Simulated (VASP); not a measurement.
**Ni: single point with LDA**

The system is Ni.

```
Ni
1.0
     0.00000    1.77165    1.77165
     1.77165    0.00000    1.77165
     1.77165    1.77165    0.00000
Ni
1
Direct
  0.00000 0.00000 0.00000
```

This cell differs from its parent crystal: volume scaled by 1.06.

```json
{
  "Program": "VASP 6.6.1",
  "Task": "single point",
  "Functional": "LDA",
  "Potentials or basis": "VASP PAW LDA potentials, release 64 (Ni)",
  "Cutoff": "520 eV",
  "k mesh": "13 × 13 × 13",
  "Occupations": "fermi-dirac, width 0.05 eV",
  "Spin": "collinear spin, ferromagnetic start",
  "Starting moments": "[1.0] μB"
}
```

```
Pressure                                              : -20.3 GPa
Net moment                                            : 0.62 μB per cell
Site moments                                          : Ni +0.62 μB
Valence electrons inside the program's atomic spheres : Ni 9.28
```

Levels at points of the mesh, in eV from the Fermi level:
Spin up:
```
           k point  band 2  band 3  band 4  band 5  band 6  band 7  band 8  band 9
(0.00, 0.00, 0.00)   -2.30   -2.30   -2.30   -1.18   -1.18   23.60   27.18   27.18
```
Spin down:
```
           k point  band 1  band 2  band 3  band 4  band 5  band 6  band 7  band 8  band 9  band 10
(0.00, 0.00, 0.00)   -8.79   -1.67   -1.67   -1.67   -0.60   -0.60   23.58   27.23   27.23    27.23
```

It took 17 s on 1 thread of Intel(R) Xeon(R) Platinum 8559C (Emerald Rapids), with other jobs on the host, peak memory 0.13 GiB.
